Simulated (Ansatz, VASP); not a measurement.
Given: the input of a run of Ansatz 0.2.0 on Hf.

File input.yaml:

```yaml
crystal:
  lattice:
    - [0.11926996, 2.34305202, 1.99282058]
    - [2.32108664, 0.12479836, 1.98729217]
    - [2.44975498, 2.46619196, -0.00386998]
  atoms:
    - { symbol: Hf, position: [0.0, 0.0, 0.0] }
kpoints:
  mp_grid: { grid: [11, 11, 10] }
scf:
  occupations: { method: fermi_dirac, width: 0.05 }
hamiltonian:
  xc: pbe
  pseudopotentials: { kind: all_electron, lapw: { basis_error: 0.001 } }
output:
  forces: true
  stress: true
  eigenvalues: true
  populations: true
```

Potentials or basis: all-electron LAPW, scalar-relativistic.

The run is started by

```sh
$ ansatz run input.yaml --threads 1 --pin off --max-ram 3072MiB --backend cpu --events-out ev --progress --plain --runs-dir out
```

Q: Translate it to VASP 6.6.1. Potentials there: VASP PAW PBE potentials, release 64 (Hf_pv).

A: As run (the cutoff follows the program's own potentials):

Contents of INCAR:

```
SYSTEM = Hf
ALGO     = Fast           ! electronic algorithm
EDIFF    = 1E-6           ! SCF threshold, eV
ENCUT    = 520            ! plane-wave cutoff, eV
GGA      = PE             ! functional
ISIF     = 2              ! what is computed and relaxed
ISMEAR   = -1             ! smearing method
LASPH    = .TRUE.         ! aspherical terms in the spheres
LCHARG   = .TRUE.         ! write CHGCAR
LELF     = .TRUE.         ! ELF
LREAL    = .FALSE.        ! projectors in reciprocal space
LVHAR    = .TRUE.       
LWAVE    = .FALSE.        ! write WAVECAR
NBANDS   = 11             ! bands
NELM     = 80             ! most SCF steps
PREC     = Accurate       ! precision mode
SIGMA    = 0.05           ! smearing width, eV
```

File KPOINTS:

```
k-points
0
G
  11 11 10
  0 0 0
```

POSCAR

```
Hf
1.0
    0.1192699600      2.3430520200      1.9928205800
    2.3210866400      0.1247983600      1.9872921700
    2.4497549800      2.4661919600     -0.0038699800
Hf
1
Direct
    0.0000000000      0.0000000000      0.0000000000
```

Potentials or basis: VASP PAW PBE potentials, release 64 (Hf_pv).

The run is started by

```bash
$ cat potpaw_PBE.64/Hf_pv/POTCAR > POTCAR
$ mpirun -np 1 vasp_std > vasp.out
```

Both were run:

|  | VASP | Ansatz | Ansatz less VASP |
| --- | --- | --- | --- |
| gap on the k mesh at the Fermi level (eV) | none | none | - |
| pressure (GPa) | 3.5 | 3.8 | +0.36 |
| traceless stress, the component that is largest in VASP (GPa) | -1.82 | -1.78 | +0.046 |

A gap of «none» marks a metal or a gap that the smearing closes. Ansatz ran all-electron here, and VASP with PAW potentials.

Spin-orbit coupling is off throughout.
